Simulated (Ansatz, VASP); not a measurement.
Yb: VASP beside Ansatz

Contents of INCAR:

```
SYSTEM = Yb
PREC = Accurate
ENCUT = 520
EDIFF = 1E-8
ISMEAR = -1
SIGMA = 0.05
LREAL = .False.
LASPH = .True.
NELM = 80
ALGO = Normal
ISIF = 2
LWAVE = .False.
LCHARG = .False.
GGA = PE
LEFG = .True.
NBANDS = 18
```

File KPOINTS:

```
regular mesh
0
Gamma
  13 13 13
  0 0 0
```

File POSCAR:

```
Yb
1.0
   -0.0274310000      2.7293845000      2.7293845000
    2.7293845000     -0.0274310000      2.7293845000
    2.7293845000      2.7293845000     -0.0274310000
Yb
1
Direct
    0.0000000000      0.0000000000      0.0000000000
```

Input for Ansatz:

```yaml
crystal:
  lattice:
    - [-0.027431, 2.7293845, 2.7293845]
    - [2.7293845, -0.027431, 2.7293845]
    - [2.7293845, 2.7293845, -0.027431]
  atoms:
    - { symbol: Yb, position: [0.0, 0.0, 0.0] }
kpoints:
  mp_grid: { grid: [13, 13, 13] }
scf:
  occupations: { method: fermi_dirac, width: 0.05 }
hamiltonian:
  xc: pbe
  pseudopotentials: { kind: paw }
output:
  forces: true
  stress: true
  eigenvalues: true
  efg: { contact_densities: true }
```

Change from the starting cell: equal xy, yz and zx shear strains of -1 %, PAW files.

Alike in both runs: task electric field gradients; functional PBE; k mesh 13 × 13 × 13; occupations fermi-dirac, width 0.05 eV; no spin polarisation.

```csv
,VASP,Ansatz
version,VASP 6.6.1,Ansatz 0.2.0
potentials or method,"VASP PAW PBE potentials, release 64 (Yb)","PAW with Ansatz's default frozen-core files, scalar-relativistic"
plane-wave cutoff (eV),520,420
valence electrons in the cell,24,24
```

|  | VASP | Ansatz | Ansatz less VASP |
| --- | --- | --- | --- |
| pressure (GPa) | -2.5 | -2.1 | +0.35 |
| traceless stress, the component that is largest in VASP (GPa) | 0.14 | 0.14 | +0.004 |
| size of Vzz on the site where it differs most (V/Å²) | 8.3 | 8.9 | +0.53 |

Spin-orbit coupling is off throughout.
